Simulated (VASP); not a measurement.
# CdS (P6_3mc) in VASP: a series of runs

The runs below take CdS through single point, with PBEsol, r2SCAN.

Program: VASP 6.6.1. These are calculated values, not measurements. Logs are shortened: lines on timing, memory, paths and dates and some standing lists are left out, and cuts for length are marked.

### Step 1. The cell of the first run

Symmetry: P6_3mc, No. 186, hexagonal system. Conventional cell: a = 4.124 Å, b = 4.124 Å, c = 6.711 Å, α = 90.00°, β = 90.00°, γ = 120.00°. Cd (site symmetry 3m) has 4 S at 2.52 to 2.53 Å within 3.3 Å. S (site symmetry 3m) has 4 Cd at 2.52 to 2.53 Å within 3.3 Å.

### Step 2. Single point, PBEsol

The input, INCAR:

```
PREC = Accurate
ENCUT = 520
EDIFF = 1E-6
ISMEAR = -1
SIGMA = 0.05
LREAL = F
LASPH = T
NELM = 100
ALGO = Normal
ISIF = 2
LWAVE = F
LCHARG = F
GGA = PS
NBANDS = 26
```

The input, KPOINTS:

```
Automatic mesh
0
Gamma
  7 7 4
```

The input, POSCAR:

```
CdS
1.0
    4.1235010000      0.0000000000      0.0000000000
   -2.0617510000      3.5710570000      0.0000000000
    0.0000000000      0.0000000000      6.7106280000
Cd S
2 2
Direct
    0.6666670000      0.3333330000      0.4997950000
    0.3333330000      0.6666670000      0.9997950000
    0.3333330000      0.6666670000      0.3762050000
    0.6666670000      0.3333330000      0.8762050000
```

Potentials or basis: VASP PAW PBE potentials, release 64 (Cd, S).

Command:

```sh
> cat potpaw_PBE.64/Cd/POTCAR potpaw_PBE.64/S/POTCAR > POTCAR
> mpirun -np 1 vasp_std > vasp.out
```

OUTCAR:

```text
PREC = Accurate
   ENCUT = 520
   EDIFF = 1E-6
   ISMEAR = -1
   LREAL = F
   LASPH = T
   NELM = 100
   ISIF = 2
   GGA = PS

 ion  position               nearest neighbor table
   1  0.667  0.333  0.500-   3 2.52   3 2.52   3 2.52   4 2.53
   2  0.333  0.667  1.000-   4 2.52   4 2.52   4 2.52   3 2.53
   3  0.333  0.667  0.376-   1 2.52   1 2.52   1 2.52   2 2.53
   4  0.667  0.333  0.876-   2 2.52   2 2.52   2 2.52   1 2.53

  LATTYP: Found a hexagonal cell.
 ALAT       =     4.1235010000
 C/A-ratio  =     1.6274103001

  Lattice vectors:

 A1 = (   4.1235010000,   0.0000000000,   0.0000000000)
 A2 = (  -2.0617510000,   3.5710570000,   0.0000000000)
 A3 = (   0.0000000000,   0.0000000000,   6.7106280000)

Analysis of symmetry for initial positions (statically):
=====================================================================
 Subroutine PRICEL returns:
 Original cell was already a primitive cell.

 Routine SETGRP: Setting up the symmetry group for a
 hexagonal supercell.

 Subroutine GETGRP returns: Found 12 space group operations
 (whereof  6 operations were pure point group operations)
 out of a pool of 24 trial point group operations.

The static configuration has the point symmetry C_3v.
 The point group associated with its full space group is C_6v.

Analysis of symmetry for dynamics (positions and initial velocities):
=====================================================================
 Subroutine PRICEL returns:
 Original cell was already a primitive cell.

 Routine SETGRP: Setting up the symmetry group for a
 hexagonal supercell.

 Subroutine GETGRP returns: Found 12 space group operations
 (whereof  6 operations were pure point group operations)
 out of a pool of 24 trial point group operations.

The dynamic configuration has the point symmetry C_3v.
 The point group associated with its full space group is C_6v.

 Subroutine INISYM returns: Found 12 space group operations
 (whereof  6 operations are pure point group operations),
 and found     1 'primitive' translations

----------------------------------------------------------------------------------------

                                     Primitive cell

  volume of cell :      98.8157

  direct lattice vectors                    reciprocal lattice vectors
     4.123501000  0.000000000  0.000000000     0.242512370  0.140014601  0.000000000
    -2.061751000  3.571057000  0.000000000     0.000000000  0.280029134  0.000000000
     0.000000000  0.000000000  6.710628000     0.000000000  0.000000000  0.149017350

  length of vectors
     4.123501000  4.123501580  6.710628000     0.280029174  0.280029134  0.149017350

  position of ions in fractional coordinates (direct lattice)
     0.666667000  0.333333000  0.499795000
     0.333333000  0.666667000  0.999795000
     0.333333000  0.666667000  0.376205000
     0.666667000  0.333333000  0.876205000

  ion indices of the primitive-cell ions
   primitive index   ion index
                 1           1
                 2           2
                 3           3
                 4           4

----------------------------------------------------------------------------------------

 KPOINTS: Automatic mesh

Automatic generation of k-mesh.
 Grid dimensions read from file:
 generate k-points for:    7    7    4

 Generating k-lattice:

  Cartesian coordinates                     Fractional coordinates (reciprocal lattice)
     0.034644624  0.020002086  0.000000000     0.142857143  0.000000000  0.000000000
     0.000000000  0.040004162  0.000000000     0.000000000  0.142857143  0.000000000
     0.000000000  0.000000000  0.037254337     0.000000000  0.000000000  0.250000000

  Length of vectors
     0.040004168  0.040004162  0.037254337

  Shift w.r.t. Gamma in fractional coordinates (k-lattice)
     0.000000000  0.000000000  0.000000000

 Subroutine IBZKPT returns following result:
 ===========================================

 Found     24 irreducible k-points:

 Following reciprocal coordinates:
            Coordinates               Weight
  0.000000  0.000000  0.000000      1.000000
  0.142857 -0.000000  0.000000      6.000000
  0.285714  0.000000  0.000000      6.000000
  0.428571 -0.000000  0.000000      6.000000
  0.142857  0.142857  0.000000      6.000000
  0.285714  0.142857  0.000000     12.000000
[... 16 lines left out ...]
  0.428571  0.142857  0.500000      6.000000
  0.285714  0.285714  0.500000      6.000000
   k-points           NKPTS =     24   k-points in BZ     NKDIM =     24   number of bands    NBANDS=     26
   number of dos      NEDOS =    301   number of ions     NIONS =      4
   total plane-waves  NPLWV =  51200
   dimension x,y,z NGX =    32 NGY =   32 NGZ =   50
   dimension x,y,z NGXF=    64 NGYF=   64 NGZF=  100
   ions per type =               2   2
   NGX,Y,Z   is equivalent  to a cutoff of  12.90, 12.90, 12.39 a.u.
   NGXF,Y,Z  is equivalent  to a cutoff of  25.80, 25.80, 24.77 a.u.
 SYSTEM =  unknown system
   PREC   = accura    normal or accurate (medium, high low for compatibility)
   ISTART =      0    job   : 0-new  1-cont  2-samecut
   ICHARG =      2    charge: 1-file 2-atom 10-const
   ISPIN  =      1    spin polarized calculation?
   LNONCOLLINEAR =      F non collinear calculations
   LSORBIT =      F    spin-orbit coupling
   LASPH  =      T    aspherical Exc in radial PAW
   ENCUT  =  520.0 eV  38.22 Ry    6.18 a.u.   7.67  7.67 12.48*2*pi/ulx,y,z
   NELM   =    100;   NELMIN=  2; NELMDL= -5     # of ELM steps
   EDIFF  = 0.1E-05   stopping-criterion for ELM
   LREAL  =      F    real-space projection
   EDIFFG = 0.1E-04   stopping-criterion for IOM
   NSW    =      0    number of steps for IOM
   IBRION =     -1    ionic relax: 0-MD 1-quasi-New 2-CG
   NFREE  =      0    steps in history (QN), initial steepest desc. (CG)
   ISIF   =      2    stress and relaxation
   ISYM   =      2    0-nonsym 1-usesym 2-fastsym
   POTIM  = 0.5000    time-step for ionic-motion
   TEBEG  =    0.0;   TEEND  =   0.0 temperature during run
   PSTRESS=    0.0 pullay stress
   NELECT =      36.0000    total number of electrons
   NUPDOWN=      -1.0000    fix difference up-down
   EMIN   =  10.00;   EMAX   =-10.00  energy-range for DOS
   EFERMI =   0.00;   METHOD = LEGACY
   ISMEAR =    -1;   SIGMA  =   0.05  broadening in eV -4-tet -1-fermi 0-gaus
   EFERMI_NEDOS =   21; number of points for ismear=-14 and -15
   IALGO  =     38    algorithm
   IMIX   =      4    mixing-type and parameters
     AMIX     =   0.40;   BMIX     =  1.00
     AMIX_MAG =   1.60;   BMIX_MAG =  1.00
  volume/ion in A,a.u.               =      24.70       166.71
  Fermi-wavevector in a.u.,A,eV,Ry     =   1.169231  2.209526 18.600539  1.367101
  Thomas-Fermi vector in A             =   2.305707
   LORBIT       =      0    0 simple, 1 ext, 2 COOP (PROOUT), +10 PAW based schemes
   GGA     = PS    functional components
   LHFCALC =     F    Hartree Fock is set to
   AEXX    =    0.0000 exact exchange contribution
   IVDW    =     0    specifies the selected vdW correction
   LEPSILON=     F    determine dielectric tensor
   LRPA    =     F    only Hartree local field effects (RPA)
 non-spin polarized calculation
  energy-cutoff  :      520.00
  volume of cell :       98.82
 maximum number of plane-waves:      2695
 NGX is ok and might be reduce to    32
   NGX = 15   NGY = 15   NGZ = 25

 number of electron      35.9999995 magnetization

 Free energy of the ion-electron system (eV)
  ---------------------------------------------------
  ext. energy  EPLUGINS =         0.00000000
  ---------------------------------------------------
  free energy    TOTEN  =       -13.63191973 eV

  energy without entropy =      -13.63191934  energy(sigma->0) =      -13.63191954

 E-fermi :   1.8243     XC(G=0):  -9.3902

 val. band max:        1.2470792646   @ k =   0.0000   0.0000   0.0000
 cond. band min:       2.3434445379   @ k =   0.0000   0.0000   0.0000
 fundamental gap:      1.0963652732
 Fermi energy:         1.8243047651

 k-point     1 :       0.0000    0.0000    0.0000
  band No.  band energies     occupation
      1     -11.1677      2.00000
      2     -10.7180      2.00000
      3      -6.4784      2.00000
      4      -6.4704      2.00000
      5      -6.4704      2.00000
      6      -6.3839      2.00000
[... 18 lines left out ...]
     25       8.7518      0.00000
     26       8.8417      0.00000

 k-point     2 :       0.1429   -0.0000    0.0000
  band No.  band energies     occupation
      1     -11.0937      2.00000
      2     -10.6857      2.00000
      3      -6.4550      2.00000
      4      -6.4408      2.00000
      5      -6.4177      2.00000
      6      -6.3488      2.00000
[... 18 lines left out ...]
     25       8.6794      0.00000
     26       9.1914      0.00000

 k-point     3 :       0.2857    0.0000    0.0000
  band No.  band energies     occupation
      1     -10.9176      2.00000
      2     -10.6213      2.00000
      3      -6.4033      2.00000
      4      -6.3860      2.00000
      5      -6.2871      2.00000
      6      -6.2459      2.00000
[... 18 lines left out ...]
     25       9.3623      0.00000
     26       9.6724      0.00000

 k-point     4 :       0.4286   -0.0000    0.0000
  band No.  band energies     occupation
      1     -10.7563      2.00000
      2     -10.5887      2.00000
      3      -6.3779      2.00000
      4      -6.3576      2.00000
      5      -6.1901      2.00000
      6      -6.1717      2.00000
[... 18 lines left out ...]
     25       9.5754      0.00000
     26      10.9477      0.00000
[... 496 lines left out ...]
      1     -10.6842      2.00000
      2     -10.6842      2.00000
      3      -6.3270      2.00000
      4      -6.3270      2.00000
      5      -6.2772      2.00000
      6      -6.2771      2.00000
[... 18 lines left out ...]
     25       9.3752      0.00000
     26       9.3752      0.00000

 k-point    23 :       0.4286    0.1429    0.5000
  band No.  band energies     occupation
      1     -10.6353      2.00000
      2     -10.6353      2.00000
      3      -6.3207      2.00000
      4      -6.3207      2.00000
      5      -6.2587      2.00000
      6      -6.2587      2.00000
[... 18 lines left out ...]
     25       9.9068      0.00000
     26       9.9068      0.00000

 k-point    24 :       0.2857    0.2857    0.5000
  band No.  band energies     occupation
      1     -10.6242      2.00000
      2     -10.6242      2.00000
      3      -6.2940      2.00000
      4      -6.2940      2.00000
      5      -6.2618      2.00000
      6      -6.2618      2.00000
[... 18 lines left out ...]
     25       9.8505      0.00000
     26       9.8505      0.00000

------------------------ aborting loop because EDIFF is reached ----------------------------------------

  FORCE on cell =-STRESS in cart. coord.  units (eV):
  Direction    XX          YY          ZZ          XY          YZ          ZX
  --------------------------------------------------------------------------------------
  -------------------------------------------------------------------------------------
  Total        0.2459734      0.2459734      0.2496181     -0.0000000      0.0000000      0.0000000
  in kB        3.9881606      3.9881614      4.0472558     -0.0000006      0.0000000      0.0000000
  external PRESSURE =       4.0078593 kB  Pullay stress =       0.0000000 kB

 VOLUME and BASIS-vectors are now :
 -----------------------------------------------------------------------------
  energy-cutoff  :      520.00
  volume of cell :       98.82
      direct lattice vectors                 reciprocal lattice vectors
     4.123501000  0.000000000  0.000000000     0.242512370  0.140014601  0.000000000
    -2.061751000  3.571057000  0.000000000     0.000000000  0.280029134  0.000000000
     0.000000000  0.000000000  6.710628000     0.000000000  0.000000000  0.149017350

 POSITION                                       TOTAL-FORCE (eV/Angst)
 -----------------------------------------------------------------------------------
      2.06175      1.19035      3.35394        -0.000000     -0.000000     -0.001472
     -0.00000      2.38071      6.70925         0.000000      0.000000     -0.001472
     -0.00000      2.38071      2.52457         0.000000     -0.000000      0.001472
      2.06175      1.19035      5.87989        -0.000000      0.000000      0.001472
 -----------------------------------------------------------------------------------
    total drift:                               -0.001465      0.000846     -0.000039

  FREE ENERGIE OF THE ION-ELECTRON SYSTEM (eV)
  ---------------------------------------------------
  free  energy   TOTEN  =       -13.6319197324 eV

  energy  without entropy=      -13.6319193405  energy(sigma->0) =      -13.63191954
```

Run time: 29 s. Hardware: 1 thread of Intel Xeon Platinum 8488C (Sapphire Rapids), shared host; peak memory 0.23 GiB.

Results:

```
Free energy            : -13.6319 eV
Pressure               : 0.4 GPa
Band gap on the k mesh : 1.10 eV, direct
```

Caveat: the PAW data sets were made with another functional, which shifts forces and pressure a little.

(Continued in part 2 of 2.)
